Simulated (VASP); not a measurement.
# ZnO (Fm-3m) in VASP: further runs, part 2 of 2

VASP 6.6.1.

## Step 3: Single point, HSE06

POSCAR reads:

```
ZnO
1.0
    8.5265520000      0.0000000000      0.0000000000
    0.0000000000      8.5265520000      0.0000000000
    0.0000000000      0.0000000000      8.5265520000
O Zn
32 32
Direct
    0.2500000000      0.0000000000      0.0000000000
    0.2500000000      0.0000000000      0.5000000000
    0.2500000000      0.5000000000      0.0000000000
    0.2500000000      0.5000000000      0.5000000000
    0.7500000000      0.0000000000      0.0000000000
    0.7500000000      0.0000000000      0.5000000000
    0.7500000000      0.5000000000      0.0000000000
    0.7500000000      0.5000000000      0.5000000000
    0.0000000000      0.2500000000      0.0000000000
    0.0000000000      0.2500000000      0.5000000000
    0.0000000000      0.7500000000      0.0000000000
    0.0000000000      0.7500000000      0.5000000000
    0.5000000000      0.2500000000      0.0000000000
    0.5000000000      0.2500000000      0.5000000000
    0.5000000000      0.7500000000      0.0000000000
    0.5000000000      0.7500000000      0.5000000000
    0.0000000000      0.0000000000      0.2500000000
    0.0000000000      0.0000000000      0.7500000000
    0.0000000000      0.5000000000      0.2500000000
    0.0000000000      0.5000000000      0.7500000000
    0.5000000000      0.0000000000      0.2500000000
    0.5000000000      0.0000000000      0.7500000000
    0.5000000000      0.5000000000      0.2500000000
    0.5000000000      0.5000000000      0.7500000000
    0.2500000000      0.2500000000      0.2500000000
    0.2500000000      0.2500000000      0.7500000000
    0.2500000000      0.7500000000      0.2500000000
    0.2500000000      0.7500000000      0.7500000000
    0.7500000000      0.2500000000      0.2500000000
    0.7500000000      0.2500000000      0.7500000000
    0.7500000000      0.7500000000      0.2500000000
    0.7500000000      0.7500000000      0.7500000000
    0.0000000000      0.0000000000      0.0000000000
    0.0000000000      0.0000000000      0.5000000000
    0.0000000000      0.5000000000      0.0000000000
    0.0000000000      0.5000000000      0.5000000000
    0.5000000000      0.0000000000      0.0000000000
    0.5000000000      0.0000000000      0.5000000000
    0.5000000000      0.5000000000      0.0000000000
    0.5000000000      0.5000000000      0.5000000000
    0.2500000000      0.2500000000      0.0000000000
    0.2500000000      0.2500000000      0.5000000000
    0.2500000000      0.7500000000      0.0000000000
    0.2500000000      0.7500000000      0.5000000000
    0.7500000000      0.2500000000      0.0000000000
    0.7500000000      0.2500000000      0.5000000000
    0.7500000000      0.7500000000      0.0000000000
    0.7500000000      0.7500000000      0.5000000000
    0.2500000000      0.0000000000      0.2500000000
    0.2500000000      0.0000000000      0.7500000000
    0.2500000000      0.5000000000      0.2500000000
    0.2500000000      0.5000000000      0.7500000000
    0.7500000000      0.0000000000      0.2500000000
    0.7500000000      0.0000000000      0.7500000000
    0.7500000000      0.5000000000      0.2500000000
    0.7500000000      0.5000000000      0.7500000000
    0.0000000000      0.2500000000      0.2500000000
    0.0000000000      0.2500000000      0.7500000000
    0.0000000000      0.7500000000      0.2500000000
    0.0000000000      0.7500000000      0.7500000000
    0.5000000000      0.2500000000      0.2500000000
    0.5000000000      0.2500000000      0.7500000000
    0.5000000000      0.7500000000      0.2500000000
    0.5000000000      0.7500000000      0.7500000000
```

INCAR.step1 reads:

```
SYSTEM = ZnO
PREC = Accurate
ENCUT = 520
EDIFF = 1E-5
ISMEAR = -1
SIGMA = 0.05
LREAL = Auto
LASPH = .TRUE.
NELM = 60
ALGO = Normal
ISIF = 2
LWAVE = .TRUE.
GGA = PE
NBANDS = 326
LUSENCCL = .FALSE.
```

INCAR.step2 reads:

```
SYSTEM = ZnO
PREC = Accurate
ENCUT = 520
EDIFF = 1E-6
ISMEAR = -1
SIGMA = 0.05
LREAL = Auto
LASPH = .TRUE.
NELM = 60
ALGO = Normal
ISIF = 2
LWAVE = .FALSE.
LCHARG = .TRUE.
GGA = PE
LHFCALC = .TRUE.
HFSCREEN = 0.2079
PRECFOCK = Fast
LELF = .TRUE.
LVHAR = .TRUE.
ISTART = 1
NBANDS = 326
LUSENCCL = .FALSE.
```

KPOINTS reads:

```
regular mesh
0
G
  1 1 1
  0 0 0
```

Potentials or basis: VASP PAW PBE potentials, release 64 (O, Zn).

Command:

```sh
$ cat potpaw_PBE.64/O/POTCAR potpaw_PBE.64/Zn/POTCAR > POTCAR
$ cp INCAR.step1 INCAR
$ mpirun -np 1 vasp_gam > vasp.out
$ cp INCAR.step2 INCAR
$ mpirun -np 1 vasp_gam > vasp.out
```

OUTCAR:

```text
SYSTEM = ZnO
   PREC = Accurate
   ENCUT = 520
   EDIFF = 1E-6
   ISMEAR = -1
   LREAL = Auto
   LASPH = .TRUE.
   NELM = 60
   ISIF = 2
   GGA = PE
   LHFCALC = .TRUE.
   HFSCREEN = 0.2079
   PRECFOCK = Fast
   ISTART = 1

 ion  position               nearest neighbor table
   1  0.250  0.000  0.000-  33 2.13  37 2.13  41 2.13  43 2.13  49 2.13  50 2.13
   2  0.250  0.000  0.500-  34 2.13  38 2.13  42 2.13  44 2.13  49 2.13  50 2.13
   3  0.250  0.500  0.000-  35 2.13  39 2.13  41 2.13  43 2.13  51 2.13  52 2.13
   4  0.250  0.500  0.500-  36 2.13  40 2.13  42 2.13  44 2.13  51 2.13  52 2.13
   5  0.750  0.000  0.000-  33 2.13  37 2.13  45 2.13  47 2.13  53 2.13  54 2.13
   6  0.750  0.000  0.500-  34 2.13  38 2.13  46 2.13  48 2.13  53 2.13  54 2.13
[... 76 lines left out ...]
  58  0.000  0.250  0.750-   9 2.13  10 2.13  18 2.13  20 2.13  26 2.13  30 2.13  33 3.01  34 3.01
                            35 3.01  36 3.01  41 3.01  42 3.01  45 3.01  46 3.01  50 3.01  52 3.01
  59  0.000  0.750  0.250-  11 2.13  12 2.13  17 2.13  19 2.13  27 2.13  31 2.13  33 3.01  34 3.01
                            35 3.01  36 3.01  43 3.01  44 3.01  47 3.01  48 3.01  49 3.01  51 3.01
  60  0.000  0.750  0.750-  11 2.13  12 2.13  18 2.13  20 2.13  28 2.13  32 2.13  33 3.01  34 3.01
                            35 3.01  36 3.01  43 3.01  44 3.01  47 3.01  48 3.01  50 3.01  52 3.01
  61  0.500  0.250  0.250-  13 2.13  14 2.13  21 2.13  23 2.13  25 2.13  29 2.13  37 3.01  38 3.01
                            39 3.01  40 3.01  41 3.01  42 3.01  45 3.01  46 3.01  49 3.01  51 3.01
  62  0.500  0.250  0.750-  13 2.13  14 2.13  22 2.13  24 2.13  26 2.13  30 2.13  37 3.01  38 3.01
                            39 3.01  40 3.01  41 3.01  42 3.01  45 3.01  46 3.01  50 3.01  52 3.01
  63  0.500  0.750  0.250-  15 2.13  16 2.13  21 2.13  23 2.13  27 2.13  31 2.13  37 3.01  38 3.01
                            39 3.01  40 3.01  43 3.01  44 3.01  47 3.01  48 3.01  49 3.01  51 3.01
  64  0.500  0.750  0.750-  15 2.13  16 2.13  22 2.13  24 2.13  28 2.13  32 2.13  37 3.01  38 3.01
                            39 3.01  40 3.01  43 3.01  44 3.01  47 3.01  48 3.01  50 3.01  52 3.01

  LATTYP: Found a simple cubic cell.
 ALAT       =     8.5265520000

  Lattice vectors:

 A1 = (   8.5265520000,   0.0000000000,   0.0000000000)
 A2 = (   0.0000000000,   8.5265520000,   0.0000000000)
 A3 = (   0.0000000000,   0.0000000000,   8.5265520000)

Analysis of symmetry for initial positions (statically):
=====================================================================
 Subroutine PRICEL returns following result:

  LATTYP: Found a face centered cubic cell.
 ALAT       =     4.2632760000

  Lattice vectors:

 A1 = (   2.1316380000,  -2.1316380000,   0.0000000000)
 A2 = (   2.1316380000,   0.0000000000,   2.1316380000)
 A3 = (   0.0000000000,  -2.1316380000,   2.1316380000)

  32 primitive cells build up your supercell.

 Routine SETGRP: Setting up the symmetry group for a
 simple cubic supercell.

 Subroutine GETGRP returns: Found 48 space group operations
 (whereof 48 operations were pure point group operations)
 out of a pool of 48 trial point group operations.

The static configuration has the point symmetry O_h .

Analysis of symmetry for dynamics (positions and initial velocities):
=====================================================================
 Subroutine PRICEL returns following result:

  LATTYP: Found a face centered cubic cell.
 ALAT       =     4.2632760000

  Lattice vectors:
[... 78 lines left out ...]
   NGX,Y,Z   is equivalent  to a cutoff of  12.48, 12.48, 12.48 a.u.
   NGXF,Y,Z  is equivalent  to a cutoff of  24.96, 24.96, 24.96 a.u.
 SYSTEM =  ZnO
   PREC   = accura    normal or accurate (medium, high low for compatibility)
   ISTART =      1    job   : 0-new  1-cont  2-samecut
   ICHARG =      0    charge: 1-file 2-atom 10-const
   ISPIN  =      1    spin polarized calculation?
   LNONCOLLINEAR =      F non collinear calculations
   LSORBIT =      F    spin-orbit coupling
   LASPH  =      T    aspherical Exc in radial PAW
   ENCUT  =  520.0 eV  38.22 Ry    6.18 a.u.  15.85 15.85 15.85*2*pi/ulx,y,z
   NELM   =     60;   NELMIN=  2; NELMDL=  0     # of ELM steps
   EDIFF  = 0.1E-05   stopping-criterion for ELM
   LREAL  =      T    real-space projection
   EDIFFG = 0.1E-04   stopping-criterion for IOM
   NSW    =      0    number of steps for IOM
   IBRION =     -1    ionic relax: 0-MD 1-quasi-New 2-CG
   NFREE  =      0    steps in history (QN), initial steepest desc. (CG)
   ISIF   =      2    stress and relaxation
   ISYM   =      3    0-nonsym 1-usesym 2-fastsym
   POTIM  = 0.5000    time-step for ionic-motion
   TEBEG  =    0.0;   TEEND  =   0.0 temperature during run
   PSTRESS=    0.0 pullay stress
   NELECT =     576.0000    total number of electrons
   NUPDOWN=      -1.0000    fix difference up-down
   EMIN   =  10.00;   EMAX   =-10.00  energy-range for DOS
   EFERMI =   0.00;   METHOD = LEGACY
   ISMEAR =    -1;   SIGMA  =   0.05  broadening in eV -4-tet -1-fermi 0-gaus
   EFERMI_NEDOS =   21; number of points for ismear=-14 and -15
   IALGO  =     38    algorithm
   IMIX   =      1    mixing-type and parameters
     AMIX     =   0.40;   BMIX     =  1.00
     AMIX_MAG =   1.60;   BMIX_MAG =  1.00
  volume/ion in A,a.u.               =       9.69        65.36
  Fermi-wavevector in a.u.,A,eV,Ry     =   1.597505  3.018847 34.722368  2.552022
  Thomas-Fermi vector in A             =   2.695101
   LORBIT       =      0    0 simple, 1 ext, 2 COOP (PROOUT), +10 PAW based schemes
   GGA     = PE    functional components
   LHFCALC =     T    Hartree Fock is set to
   PRECFOCK=fast      Normal, Fast or Accurate (Low or Medium for compatibility)
   ENCUT4O =  -1.0   cutoff for four orbital integrals eV
   NKREDX  =     1    reduce k-point grid by
   NKREDY  =     1    reduce k-point grid by
   NKREDZ  =     1    reduce k-point grid by
   AEXX    =    0.2500 exact exchange contribution
   HFSCREEN=    0.2079 screening length (either q_TF or 0.3 A-1)
   HFSCREENC=   0.2079 screening length for correlation (either q_TF or 0.3 A-1)
   ENCUTFOCK=  -1.0 apply spherical cutoff to Coloumb kernel
   IVDW    =     0    specifies the selected vdW correction
   LEPSILON=     F    determine dielectric tensor
   LRPA    =     F    only Hartree local field effects (RPA)
 non-spin polarized calculation
  energy-cutoff  :      520.00
  volume of cell :      619.90
 maximum number of plane-waves:      8416
 NGX is ok and might be reduce to    64
  NGX = 32; NGY = 32; NGZ = 32

 number of electron     576.0001092 magnetization

 Free energy of the ion-electron system (eV)
  ---------------------------------------------------
  ext. energy  EPLUGINS =         0.00000000
  ---------------------------------------------------
  free energy    TOTEN  =      -355.31405274 eV

  energy without entropy =     -355.31405274  energy(sigma->0) =     -355.31405274

 E-fermi :   2.9529     XC(G=0): -10.0644

 val. band max:        1.5613359753   @ k =   0.0000   0.0000   0.0000
 cond. band min:       4.3037578667   @ k =   0.0000   0.0000   0.0000
 fundamental gap:      2.7424218914
 Fermi energy:         2.9528624509

 k-point     1 :       0.0000    0.0000    0.0000
  band No.  band energies     occupation
      1     -18.5596      2.00000
      2     -17.7510      2.00000
      3     -17.7510      2.00000
      4     -17.7510      2.00000
      5     -17.7510      2.00000
      6     -17.7510      2.00000
[... 292 lines left out ...]
    299       8.8434      0.00000
    300       8.8434      0.00000
 [bands above 300 left out]

------------------------ aborting loop because EDIFF is reached ----------------------------------------

  FORCE on cell =-STRESS in cart. coord.  units (eV):
  Direction    XX          YY          ZZ          XY          YZ          ZX
  --------------------------------------------------------------------------------------
  -------------------------------------------------------------------------------------
  Total       11.9208592     11.9208592     11.9208592     -0.0000000     -0.0000000      0.0000000
  in kB       30.8104333     30.8104333     30.8104333     -0.0000000     -0.0000000      0.0000000
  external PRESSURE =      30.8104333 kB  Pullay stress =       0.0000000 kB

 VOLUME and BASIS-vectors are now :
 -----------------------------------------------------------------------------
  energy-cutoff  :      520.00
  volume of cell :      619.90
      direct lattice vectors                 reciprocal lattice vectors
     8.526552000  0.000000000  0.000000000     0.117280702  0.000000000  0.000000000
     0.000000000  8.526552000  0.000000000     0.000000000  0.117280702  0.000000000
     0.000000000  0.000000000  8.526552000     0.000000000  0.000000000  0.117280702

 POSITION                                       TOTAL-FORCE (eV/Angst)
 -----------------------------------------------------------------------------------
      2.13164      0.00000      0.00000         0.000000      0.000000      0.000000
      2.13164      0.00000      4.26328        -0.000000      0.000000      0.000000
      2.13164      4.26328      0.00000         0.000000      0.000000     -0.000000
      2.13164      4.26328      4.26328         0.000000     -0.000000      0.000000
      6.39491      0.00000      0.00000         0.000000      0.000000     -0.000000
      6.39491      0.00000      4.26328        -0.000000     -0.000000      0.000000
[... 56 lines left out ...]
      4.26328      6.39491      2.13164         0.000000     -0.000000     -0.000000
      4.26328      6.39491      6.39491        -0.000000      0.000000      0.000000
 -----------------------------------------------------------------------------------
    total drift:                                0.000015      0.000002      0.000011

  FREE ENERGIE OF THE ION-ELECTRON SYSTEM (eV)
  ---------------------------------------------------
  free  energy   TOTEN  =      -355.3140527395 eV

  energy  without entropy=     -355.3140527394  energy(sigma->0) =     -355.31405274
```

Wall time 13 min (1 × NVIDIA H100 80GB with 1 thread of AMD EPYC 7R13 (Zen 3), shared host); peak memory 1.5 GiB.

Results:

| Quantity | Value |
| --- | --- |
| Free energy | -355.3141 eV |
| Pressure | 3.1 GPa |
| Band gap on the k mesh | 2.74 eV |

Caveat: the k points lie up to 0.74 Å⁻¹ apart; the PAW data sets were made with another functional, which shifts forces and pressure a little; an odd mesh through Γ misses points on the zone boundary, where band edges can lie.
